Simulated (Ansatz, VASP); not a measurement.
## BN in VASP and in Ansatz

```xyz
4
Lattice="2.5009 0.0000 0.0000 -1.2505 2.1659 0.0000 0.0000 0.0000 7.0117" Properties=species:S:1:pos:R:3 pbc="T T T"
B     0.0000    1.4439    1.7529
B     1.2505    0.7220    5.2588
N     0.0000    1.4439    5.2588
N     1.2505    0.7220    1.7529
```

Change from the starting cell: strain along c alone, the other axes held, atoms relaxed: +2.0 %.

Alike in both runs: task single point; functional r2SCAN; k mesh 12 × 12 × 4; occupations gaussian, width 0.02 eV; no spin polarisation.

```csv
,VASP,Ansatz
version,VASP 6.6.1,Ansatz 0.2.0
potentials or method,"VASP PAW PBE potentials, release 64 (B, N), cutoff 520 eV","scalar-relativistic, plane waves, PAW"
valence electrons in the cell,16,16
```

```csv
,VASP,Ansatz,Ansatz less VASP
gap on the k mesh at the Fermi level (eV),4.96,4.92,-0.039
least direct gap on the mesh (eV),5.38,5.32,-0.061
pressure (GPa),0.2,-0.1,-0.37
"traceless stress, the component that is largest in VASP (GPa)",-0.85,-0.20,+0.647
```

VASP's potentials were made for PBE, not for r2SCAN.
